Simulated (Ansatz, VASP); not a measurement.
**CuO: VASP beside Ansatz**

File INCAR:

```
PREC     = Accurate       # precision mode
ENCUT    = 520            # plane-wave cutoff, eV
EDIFF    = 1E-6           # SCF threshold, eV
ISMEAR   = 0              # smearing method
SIGMA    = 0.05           # smearing width, eV
LREAL    = F              # projectors in reciprocal space
LASPH    = T              # aspherical terms in the spheres
NELM     = 150            # most SCF steps
ALGO     = Normal         # electronic algorithm
ISIF     = 2              # what is computed and relaxed
LWAVE    = F              # write WAVECAR
LCHARG   = F              # write CHGCAR
ISPIN    = 2              # spin polarisation
MAGMOM   = 1 1 -1 -1 0 0 0 0 # initial moments
LORBIT   = 11             # projections on sites
LMAXMIX  = 4              # l up to which the mixer works
LDAU     = T              # DFT+U
LDAUTYPE = 2            
LDAUL    = 2 -1           # shell
LDAUU    = 4 0            # U, eV
LDAUJ    = 0 0          
LDAUPRINT= 1            
GGA      = PE             # functional
NBANDS   = 48             # bands
```

KPOINTS

```
Automatic mesh
0
Gamma
  6 6 4
```

Contents of POSCAR:

```
CuO
1.0
    4.1744183809      0.0000000000      0.3305692766
    0.0000000000      4.1521210885      0.0000000000
   -0.4124906359      0.0000000000      5.2015957572
Cu O
4 4
Direct
    0.2500000000      0.2500000000      0.0000000000
    0.2500000000     -0.2500000000      0.5000000000
    0.7500000000      0.7500000000      0.0000000000
    0.7500000000      0.2500000000      0.5000000000
    0.5000000000     -0.0000352668      0.2500000000
    0.5000000000      0.0000352668      0.7500000000
    1.0000000000      0.4999647332      0.2500000000
    1.0000000000      0.5000352668      0.7500000000
```

Input for Ansatz:

```yaml
crystal:
  lattice:
    - [4.1744183809, 0.0, 0.3305692766]
    - [0.0, 4.1521210885, 0.0]
    - [-0.4124906359, 0.0, 5.2015957572]
  atoms:
    - { symbol: Cu, position: [0.25, 0.25, 0.0], spin: 1.0 }
    - { symbol: Cu, position: [0.25, -0.25, 0.5], spin: 1.0 }
    - { symbol: O, position: [0.5, -3.52668e-05, 0.25] }
    - { symbol: O, position: [0.5, 3.52668e-05, 0.75] }
    - { symbol: Cu, position: [0.75, 0.75, 0.0], spin: -1.0 }
    - { symbol: Cu, position: [0.75, 0.25, 0.5], spin: -1.0 }
    - { symbol: O, position: [1.0, 0.4999647332, 0.25] }
    - { symbol: O, position: [1.0, 0.5000352668, 0.75] }
basis:
  ecutwfc: 420
  ecutrho_ratio: 4
kpoints:
  mp_grid: { grid: [6, 6, 4] }
hamiltonian:
  xc: pbe
  hubbard: { sites: [{ species: Cu, l: d, u_eff: 4.0 }] }
scf:
  occupations: { method: gaussian, width: 0.05 }
  lower_state_search: "off"
output:
  forces: true
  stress: true
  eigenvalues: true
  populations: true
  hubbard: { sites: [{ species: Cu, l: d }] }
magnetization:
  spin_polarized: true
checkpoint:
  read: start.run
  write: ck
  compress: false
  write_wavefunctions: false
  write_every: 100000
```

Alike in both runs: task single point; functional PBE; k mesh 6 × 6 × 4; occupations gaussian, width 0.05 eV; collinear spin; Hubbard terms Cu d U = 4.0 eV.

|  | VASP | Ansatz |
| --- | --- | --- |
| version | VASP 6.6.1 | Ansatz 0.2.0 |
| potentials or method | VASP PAW PBE potentials, release 64 (Cu, O), cutoff 520 eV | scalar-relativistic, plane waves, PAW |
| valence electrons in the cell | 68 | 100 |

|  | VASP | Ansatz | Ansatz less VASP |
| --- | --- | --- | --- |
| gap on the k mesh at the Fermi level (eV) | 0.34 | 0.02 | -0.314 |
| least direct gap on the mesh (eV) | 0.70 | 0.38 | -0.325 |
| pressure (GPa) | -2.8 | -0.1 | +2.73 |
| net moment per atom (μB) | 0.00 | 0.00 | 0.000 |
| size of the moment on the site where the two differ most (μB) | 0.60 | 0.55 | -0.041 |

Site moments also hang on the region over which each program counts them. The programs project onto different local orbitals, so the same U acts differently, and such runs can settle in different states. VASP's potentials hold 68 valence electrons a cell and Ansatz's 100, so a difference there can come from the potentials and not from the codes. Ansatz's warnings: filled band counts differ across k points.
